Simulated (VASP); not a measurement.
A run of VASP 6.6.1:

File POSCAR:

```
Y
1.0
    3.6403906801      0.0000000000      0.0000000000
   -1.8201953401      3.1526708087      0.0000000000
    0.0000000000      0.0000000000      5.8766818306
Y
2
Direct
    0.3333333333      0.6666666667      0.2500000000
    0.6666666667      0.3333333333      0.7500000000
```

The input INCAR.step1:

```
PREC = Accurate
ENCUT = 520
ISMEAR = -1
SIGMA = 0.05
LREAL = False
LASPH = True
NELM = 150
ISPIN = 2
MAGMOM = 1 1
LMAXMIX = 4
NBANDS = 22
GGA = PE
ALGO = Normal
EDIFF = 1E-4
LWAVE = True
LCHARG = False
```

Contents of INCAR.step2:

```
PREC = Accurate
ENCUT = 520
EDIFF = 1E-7
ISMEAR = -1
SIGMA = 0.05
LREAL = False
LASPH = True
NELM = 150
ALGO = Normal
ISIF = 2
LWAVE = False
LCHARG = False
ISPIN = 2
MAGMOM = 1 1
LORBIT = 11
LMAXMIX = 4
METAGGA = R2SCAN
LMIXTAU = True
NBANDS = 22
ISTART = 1
```

The input KPOINTS:

```
regular mesh
0
Gamma
  10 10 6
```

Potentials or basis: VASP PAW PBE potentials, release 64 (Y_sv).

The run is started by

```console
$ cat potpaw_PBE.64/Y_sv/POTCAR > POTCAR
$ cp INCAR.step1 INCAR
$ mpirun -np 1 vasp_std > vasp.out
$ cp INCAR.step2 INCAR
$ mpirun -np 1 vasp_std > vasp.out
```

Hardware: 1 thread of Intel(R) Xeon(R) 6975P-C (Granite Rapids), on a shared host.

**Question.** How long does it take, and how much memory?

**Answer.** Wall time 5 min on 1 thread of Intel(R) Xeon(R) 6975P-C (Granite Rapids), on a shared host, peak memory 0.32 GiB. Counts: k points 56.
